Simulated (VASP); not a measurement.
Wanted: the native input for a VASP 6.6.1 run.

* Task: single point
* Functional: PBEsol
* Potentials or basis: VASP PAW PBE potentials, release 64 (K_sv, I)
* Cutoff: 520 eV
* k mesh: 6 × 6 × 6
* Occupations: gaussian, width 0.05 eV
* Spin: no spin polarisation
* Dipole correction: no
* Further INCAR settings: ALGO = Normal; EDIFF = 1e-06; NBANDS = 15

The structure of KI lies in POSCAR:

```
KI
1.0
    0.0000000000      3.5245500000      3.8065140000
    3.5245500000      0.0000000000      3.8065140000
    3.5245500000      3.5245500000      0.0000000000
K I
1 1
Direct
    0.0000000000      0.0000000000      0.0000000000
    0.5000000000      0.5000000000      0.5000000000
```

This cell differs from its parent crystal: strain +0.000 along x and y, +0.080 along z.

The input as run:

INCAR

```
  ALGO = Normal
  EDIFF = 1E-6
  ENCUT = 520
  GGA = PS
  ISIF = 2
  ISMEAR = 0
  LASPH = T
  LCHARG = F
  LREAL = F
  LWAVE = F
  NBANDS = 15
  NELM = 80
  PREC = Accurate
  SIGMA = 0.05
```

KPOINTS

```
k-points
0
Gamma
  6 6 6
```

Potentials or basis: VASP PAW PBE potentials, release 64 (K_sv, I).

Launch:

```bash
$ cat potpaw_PBE.64/K_sv/POTCAR potpaw_PBE.64/I/POTCAR > POTCAR
$ mpirun -np 1 vasp_std > vasp.out
```

Results of the run:

| Item | Value |
| --- | --- |
| Pressure | -0.7 GPa |
| Band gap on the k mesh | 3.68 eV |

Caveat: the cell differs from its parent crystal (strain +0.000 along x and y, +0.080 along z); the PAW data sets were made with another functional, which shifts forces and pressure a little; spin-orbit coupling is left out, which moves the levels of the heavy elements.

Wall time 48 s on 1 thread of AMD EPYC 7R43 64-Core Processor (Zen 3), with other jobs on the host, peak memory 0.21 GiB.
